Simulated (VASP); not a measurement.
# Sn (I4_1/amd) in VASP: a series of runs, part 2 of 3

VASP 6.6.1. The steps go on from the part before.

## Step 4: Single point, PBE (strain -0.015 along x and y, +0.015 along z)

Input file INCAR:

```
ALGO = Fast
EDIFF = 1E-7
ENCUT = 520
GGA = PE
ISIF = 2
ISMEAR = 0
LASPH = True
LCHARG = False
LREAL = False
LWAVE = False
NBANDS = 21
NELM = 100
PREC = Accurate
SIGMA = 0.15
```

Input file KPOINTS:

```
k-points
0
Gamma
  12 12 12
```

Input file POSCAR:

```
Sn
1.0
    0.0000000000      3.1969160000      3.2942840000
    3.1969160000      0.0000000000      3.2942840000
    3.1969160000      3.1969160000      0.0000000000
Sn
2
Direct
    0.5000000000      0.5000000000      0.5000000000
    0.7500000000      0.7500000000      0.7500000000
```

Potentials or basis: VASP PAW PBE potentials, release 64 (Sn_d).

Command:

```console
cat potpaw_PBE.64/Sn_d/POTCAR > POTCAR
mpirun -np 1 vasp_std > vasp.out
```

OUTCAR:

```text
EDIFF = 1E-7
   ENCUT = 520
   GGA = PE
   ISIF = 2
   ISMEAR = 0
   LASPH = True
   LREAL = False
   NELM = 100
   PREC = Accurate

 ion  position               nearest neighbor table
   1  0.500  0.500  0.500-   2 2.80   2 2.80   2 2.80   2 2.80
   2  0.750  0.750  0.750-   1 2.80   1 2.80   1 2.80   1 2.80

  LATTYP: Found a body centered tetragonal cell.
 ALAT       =     4.5211219650
 C/A-ratio  =     1.4572860567

  Lattice vectors:

 A1 = (  -3.1969160000,   0.0000000000,   3.2942840000)
[... 765 lines left out ...]

------------------------ aborting loop because EDIFF is reached ----------------------------------------

  FORCE on cell =-STRESS in cart. coord.  units (eV):
  Direction    XX          YY          ZZ          XY          YZ          ZX
  --------------------------------------------------------------------------------------
  -------------------------------------------------------------------------------------
  Total        1.7892980      1.7892980      1.4040865      0.0000000     -0.0000000     -0.0000000
  in kB       42.5735414     42.5735414     33.4080372      0.0000000     -0.0000000     -0.0000000
  external PRESSURE =      39.5183733 kB  Pullay stress =       0.0000000 kB

 VOLUME and BASIS-vectors are now :
 -----------------------------------------------------------------------------
  energy-cutoff  :      520.00
  volume of cell :       67.34
      direct lattice vectors                 reciprocal lattice vectors
     0.000000000  3.196916000  3.294284000    -0.156400731  0.156400731  0.151778049
     3.196916000  0.000000000  3.294284000     0.156400731 -0.156400731  0.151778049
     3.196916000  3.196916000  0.000000000     0.156400731  0.156400731 -0.151778049

 POSITION                                       TOTAL-FORCE (eV/Angst)
 -----------------------------------------------------------------------------------
      3.19692      3.19692      3.29428        -0.000000     -0.000000     -0.000000
      4.79537      4.79537      4.94143         0.000000      0.000000      0.000000
 -----------------------------------------------------------------------------------
    total drift:                                0.000000      0.000000      0.000000

  FREE ENERGIE OF THE ION-ELECTRON SYSTEM (eV)
  ---------------------------------------------------
  free  energy   TOTEN  =        -7.6173133392 eV

  energy  without entropy=       -7.6156434592  energy(sigma->0) =       -7.61647840
```

OSZICAR:

```text
N       E                     dE             d eps       ncg     rms          rms(c)
DAV:   1     0.230345081428E+03    0.23035E+03   -0.14859E+04  6906   0.196E+03
DAV:   2     0.176831700860E+02   -0.21266E+03   -0.20831E+03  6916   0.451E+02
DAV:   3    -0.686319412493E+01   -0.24546E+02   -0.24401E+02  7966   0.141E+02
DAV:   4    -0.765518577888E+01   -0.79199E+00   -0.79166E+00  7806   0.286E+01
DAV:   5    -0.768188766022E+01   -0.26702E-01   -0.26701E-01  9972   0.512E+00    0.330E+00
RMM:   6    -0.763609339049E+01    0.45794E-01   -0.23099E-02  8492   0.183E+00    0.196E+00
RMM:   7    -0.761451961210E+01    0.21574E-01   -0.53736E-02  8700   0.233E+00    0.162E-01
RMM:   8    -0.761666507847E+01   -0.21455E-02   -0.91386E-03  8695   0.845E-01    0.560E-02
RMM:   9    -0.761721877648E+01   -0.55370E-03   -0.30498E-03  9729   0.548E-01    0.448E-02
RMM:  10    -0.761729924704E+01   -0.80471E-04   -0.76915E-04  9778   0.243E-01    0.127E-02
RMM:  11    -0.761731212536E+01   -0.12878E-04   -0.11083E-04 10920   0.838E-02    0.413E-03
RMM:  12    -0.761731324521E+01   -0.11199E-05   -0.13633E-05 10732   0.298E-02    0.129E-03
RMM:  13    -0.761731345558E+01   -0.21037E-06   -0.32447E-06 10226   0.129E-02    0.583E-04
RMM:  14    -0.761731332051E+01    0.13507E-06   -0.43330E-07  6303   0.541E-03    0.167E-04
RMM:  15    -0.761731333921E+01   -0.18703E-07   -0.10654E-07  4616   0.304E-03
   1 F= -.76173133E+01 E0= -.76164784E+01  d E =-.166988E-02
```

It took 7.9 min on 1 thread of Intel Xeon Platinum 8259CL at 2.50GHz (Skylake/Cascade Lake), shared host; peak memory 0.32 GiB.

What came out:

```
Free energy            : -7.6173 eV
Pressure               : 4.0 GPa
Band gap on the k mesh : zero (bands 14 and 15 overlap by 0.15 eV)
```

Stress tensor (GPa, compression positive):
```
4.26 0.00 0.00
0.00 4.26 0.00
0.00 0.00 3.34
```

Levels at points of the mesh, in eV from the Fermi level:
```
           k point  band 10  band 11  band 12  band 13  band 14  band 15  band 16  band 17  band 18  band 19
(0.00, 0.00, 0.00)   -21.36   -10.74    -0.58    -0.09     0.11     0.11     2.08     2.08     2.21     4.99
(0.50, 0.00, 0.00)   -21.31    -9.09    -6.39    -1.29    -1.07    -0.03     3.14     3.27     5.60     8.47
(0.50, 0.50, 0.00)   -21.28    -7.68    -7.68    -2.44    -2.44     0.90     0.90     7.75     7.75     9.31
(0.50, 0.00, 0.50)   -21.30    -7.56    -7.56    -2.60    -2.60     0.70     0.70     7.75     7.75     9.34
```

Caveat: the cell differs from its parent crystal (strain -0.015 along x and y, +0.015 along z); the cell stands under pressure; spin-orbit coupling is left out, which moves the levels of the heavy elements.

## Step 5: Single point, PBE (strain -0.015 along x and y, +0.030 along z)

Input file INCAR:

```
PREC = Accurate
ENCUT = 520
EDIFF = 1E-6
ISMEAR = 0
SIGMA = 0.15
LREAL = F
LASPH = T
NELM = 80
ALGO = Fast
ISIF = 2
LWAVE = F
LCHARG = T
GGA = PE
LELF = T
LVHAR = T
NBANDS = 21
```

Input file KPOINTS:

```
Automatic mesh
0
Gamma
  12 12 12
```

Input file POSCAR:

```
Sn
1.0
    0.0000000000      3.1969160000      3.3429680000
    3.1969160000      0.0000000000      3.3429680000
    3.1969160000      3.1969160000      0.0000000000
Sn
2
Direct
    0.5000000000      0.5000000000      0.5000000000
    0.7500000000      0.7500000000      0.7500000000
```

Command:

```console
cat potpaw_PBE.64/Sn_d/POTCAR > POTCAR
mpirun -np 1 vasp_std > vasp.out
```

Wall time 5.9 min (1 thread of Intel Xeon Platinum 8259CL at 2.50GHz (Skylake/Cascade Lake), shared host); peak memory 0.32 GiB.

The run converged. Its results:

| Property | Result |
| --- | --- |
| Free energy | -7.6350 eV |
| Pressure | 3.2 GPa |
| Band gap on the k mesh | zero (bands 14 and 15 overlap by 0.22 eV) |

Stress tensor (GPa, compression positive):
```
3.63 0.00 0.00
0.00 3.63 0.00
0.00 0.00 2.24
```

Levels at points of the mesh, in eV from the Fermi level:
```csv
k point,band 10,band 11,band 12,band 13,band 14,band 15,band 16,band 17,band 18,band 19
"(0.00, 0.00, 0.00)",-21.34,-10.64,-0.69,-0.16,0.15,0.15,2.07,2.07,2.25,4.99
"(0.50, 0.00, 0.00)",-21.29,-9.01,-6.33,-1.31,-0.99,-0.07,3.13,3.30,5.63,8.37
"(0.50, 0.50, 0.00)",-21.26,-7.65,-7.65,-2.33,-2.33,0.98,0.98,7.65,7.65,9.16
"(0.50, 0.00, 0.50)",-21.28,-7.49,-7.49,-2.57,-2.57,0.70,0.70,7.61,7.61,9.17
```

Caveat: the cell differs from its parent crystal (strain -0.015 along x and y, +0.030 along z); the cell stands under pressure; spin-orbit coupling is left out, which moves the levels of the heavy elements.

## Step 6: Single point, PBE (strain +0.000 along x and y, +0.015 along z)

Input file INCAR:

```
SYSTEM = Sn
  PREC = Accurate
  ENCUT = 520
  EDIFF = 1E-6
  ISMEAR = 0
  SIGMA = 0.15
  LREAL = .FALSE.
  LASPH = .TRUE.
  NELM = 60
  ALGO = Fast
  ISIF = 2
  LWAVE = .FALSE.
  LCHARG = .FALSE.
  GGA = PE
  NBANDS = 21
```

Input file KPOINTS:

```
Automatic mesh
0
G
  12 12 12
  0 0 0
```

Input file POSCAR:

```
Sn
1.0
    0.0000000000      3.2456000000      3.2942840000
    3.2456000000      0.0000000000      3.2942840000
    3.2456000000      3.2456000000      0.0000000000
Sn
2
Direct
    0.5000000000      0.5000000000      0.5000000000
    0.7500000000      0.7500000000      0.7500000000
```

Potentials or basis: VASP PAW PBE potentials, release 64 (Sn_d).

Command:

```console
cat potpaw_PBE.64/Sn_d/POTCAR > POTCAR
mpirun -np 1 vasp_std > vasp.out
```

OUTCAR:

```text
SYSTEM = Sn
   PREC = Accurate
   ENCUT = 520
   EDIFF = 1E-6
   ISMEAR = 0
   LREAL = .FALSE.
   LASPH = .TRUE.
   NELM = 60
   ISIF = 2
   GGA = PE

 ion  position               nearest neighbor table
   1  0.500  0.500  0.500-   2 2.82   2 2.82   2 2.82   2 2.82
   2  0.750  0.750  0.750-   1 2.82   1 2.82   1 2.82   1 2.82

  LATTYP: Found a body centered tetragonal cell.
 ALAT       =     4.5899715380
 C/A-ratio  =     1.4354267658

  Lattice vectors:

 A1 = (  -3.2456000000,   0.0000000000,   3.2942840000)
 A2 = (   3.2456000000,   0.0000000000,   3.2942840000)
 A3 = (   0.0000000000,   3.2456000000,  -3.2942840000)

Analysis of symmetry for initial positions (statically):
=====================================================================
 Subroutine PRICEL returns:
 Original cell was already a primitive cell.

 Routine SETGRP: Setting up the symmetry group for a
 body centered tetragonal supercell.

 Subroutine GETGRP returns: Found 16 space group operations
 (whereof  8 operations were pure point group operations)
 out of a pool of 16 trial point group operations.

The static configuration has the point symmetry D_2d.
 The point group associated with its full space group is D_4h.

[... 160 lines left out ...]
  energy without entropy =       -7.65969340  energy(sigma->0) =       -7.66068480

 E-fermi :   5.4942     XC(G=0):  -8.8079

 val. band max:        5.4806177952   @ k =   0.4167  -0.0000   0.0000
 cond. band min:       5.4961392016   @ k =   0.0000   0.0000   0.0000
 fundamental gap:      0.0155214065
 Fermi energy:         5.4941679083

 k-point     1 :       0.0000    0.0000    0.0000
  band No.  band energies     occupation
      1     -16.1791      2.00000
      2     -16.1791      2.00000
      3     -16.1737      2.00000
      4     -16.1206      2.00000
      5     -16.1189      2.00000
      6     -15.8293      2.00000
[... 565 lines left out ...]
     20      13.2795      0.00000
     21      13.4547      0.00000

 [... further k-points ...]

------------------------ aborting loop because EDIFF is reached ----------------------------------------

  FORCE on cell =-STRESS in cart. coord.  units (eV):
  Direction    XX          YY          ZZ          XY          YZ          ZX
  --------------------------------------------------------------------------------------
  -------------------------------------------------------------------------------------
  Total        1.1040576      1.1040576      0.9147333      0.0000000     -0.0000000      0.0000000
  in kB       25.4871517     25.4871517     21.1166033      0.0000000     -0.0000000      0.0000000
  external PRESSURE =      24.0303022 kB  Pullay stress =       0.0000000 kB

 VOLUME and BASIS-vectors are now :
 -----------------------------------------------------------------------------
  energy-cutoff  :      520.00
  volume of cell :       69.40
      direct lattice vectors                 reciprocal lattice vectors
     0.000000000  3.245600000  3.294284000    -0.154054720  0.154054720  0.151778049
     3.245600000  0.000000000  3.294284000     0.154054720 -0.154054720  0.151778049
     3.245600000  3.245600000  0.000000000     0.154054720  0.154054720 -0.151778049

 POSITION                                       TOTAL-FORCE (eV/Angst)
 -----------------------------------------------------------------------------------
      3.24560      3.24560      3.29428         0.000000     -0.000000      0.000000
      4.86840      4.86840      4.94143        -0.000000      0.000000     -0.000000
 -----------------------------------------------------------------------------------
    total drift:                                0.000000      0.000000      0.000000

  FREE ENERGIE OF THE ION-ELECTRON SYSTEM (eV)
  ---------------------------------------------------
  free  energy   TOTEN  =        -7.6616762039 eV

  energy  without entropy=       -7.6596934025  energy(sigma->0) =       -7.66068480
```

stdout:

```text
POSCAR found type information on POSCAR Sn
 POSCAR found :  1 types and       2 ions
 scaLAPACK will be used
 LDA part: xc-table for (Slater+PW92), standard interpolation
 POSCAR, INCAR and KPOINTS ok, starting setup
 FFT: planning ... GRIDC
 FFT: planning ... GRID_SOFT
 FFT: planning ... GRID
 WAVECAR not read
 entering main loop
WARNING in EDDRMM: call to ZHEGV failed, returncode =   8  4     19
WARNING in EDDRMM: call to ZHEGV failed, returncode =   6  3     19
```

It took 5.7 min on 1 thread of Intel Xeon Platinum 8259CL at 2.50GHz (Skylake/Cascade Lake), shared host; peak memory 0.33 GiB.

What came out:

```
Free energy            : -7.6617 eV
Pressure               : 2.4 GPa
Band gap on the k mesh : zero (bands 14 and 15 overlap by 0.16 eV)
```

Stress tensor (GPa, compression positive):
```
2.55 0.00 0.00
0.00 2.55 0.00
0.00 0.00 2.11
```

Levels at points of the mesh, in eV from the Fermi level:
```csv
k point,band 11,band 12,band 13,band 14,band 15,band 16,band 17,band 18
"(0.00, 0.00, 0.00)",-10.52,-0.77,0.00,0.10,0.10,2.12,2.12,2.18
"(0.50, 0.00, 0.00)",-8.93,-6.25,-1.16,-1.06,-0.06,3.18,3.24,5.64
"(0.50, 0.50, 0.00)",-7.51,-7.51,-2.37,-2.37,0.89,0.89,7.60,7.60
"(0.50, 0.00, 0.50)",-7.46,-7.46,-2.45,-2.45,0.79,0.79,7.61,7.61
```

Caveat: the cell differs from its parent crystal (strain +0.000 along x and y, +0.015 along z); spin-orbit coupling is left out, which moves the levels of the heavy elements.

(Part 2 of 3 ends here.)
